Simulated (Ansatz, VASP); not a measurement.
## Two plane-wave programs on SrO

File INCAR:

```
PREC = Accurate
ENCUT = 520
EDIFF = 1E-8
ISMEAR = -1
SIGMA = 0.03
LREAL = False
LASPH = True
NELM = 200
ALGO = Normal
ISIF = 2
LWAVE = False
LCHARG = False
MAGMOM = 0 0 0 0 0 0
LORBIT = 11
LSORBIT = True
GGA_COMPAT = False
LORBMOM = True
GGA = PE
LEFG = True
NBANDS = 28
```

KPOINTS

```
regular mesh
0
Gamma
  8 8 8
```

POSCAR

```
SrO
1.0
    0.0000000000      2.5698000000      2.5698000000
    2.5698000000      0.0000000000      2.5698000000
    2.5698000000      2.5698000000      0.0000000000
Sr O
1 1
Direct
    0.0000000000      0.0000000000      0.0000000000
    0.5000000000      0.5000000000      0.5000000000
```

Input for Ansatz:

```yaml
crystal:
  lattice:
    - [0.0, 2.5698, 2.5698]
    - [2.5698, 0.0, 2.5698]
    - [2.5698, 2.5698, 0.0]
  atoms:
    - { symbol: Sr, position: [0.0, 0.0, 0.0] }
    - { symbol: O, position: [0.5, 0.5, 0.5] }
kpoints:
  mp_grid: { grid: [8, 8, 8] }
  band_path:
    path:
      - [0.0, 0.0, 0.0]
      - [0.5, 0.0, 0.5]
      - [0.625, 0.25, 0.625]
      - [0.375, 0.375, 0.75]
      - [0.0, 0.0, 0.0]
      - [0.5, 0.5, 0.5]
      - [0.5, 0.25, 0.75]
      - [0.5, 0.0, 0.5]
    npoints: 5
scf:
  occupations: { method: fermi_dirac, width: 0.03 }
hamiltonian:
  xc: pbe
  pseudopotentials: { kind: paw_fr }
output:
  forces: true
  stress: true
  eigenvalues: true
  efg: { contact_densities: true }
magnetization:
  noncollinear: true
  spin_orbit: true
```

Alike in both runs: task electric field gradients; functional PBE; k mesh 8 × 8 × 8; occupations fermi-dirac, width 0.03 eV; non-collinear spin, spin-orbit coupling.

|  | VASP | Ansatz |
| --- | --- | --- |
| version | VASP 6.6.1 | Ansatz 0.2.0 |
| potentials or method | VASP PAW PBE potentials, release 64 (Sr_sv, O) | PAW with Ansatz's default frozen-core files, fully relativistic files with spin-orbit coupling |
| plane-wave cutoff (eV) | 520 | 420 |
| valence electrons in the cell | 16 | 16 |

|  | VASP | Ansatz | Ansatz less VASP |
| --- | --- | --- | --- |
| pressure (GPa) | 3.5 | 2.9 | -0.58 |
| net moment per atom (μB) | 0.00 | 0.00 | 0.000 |
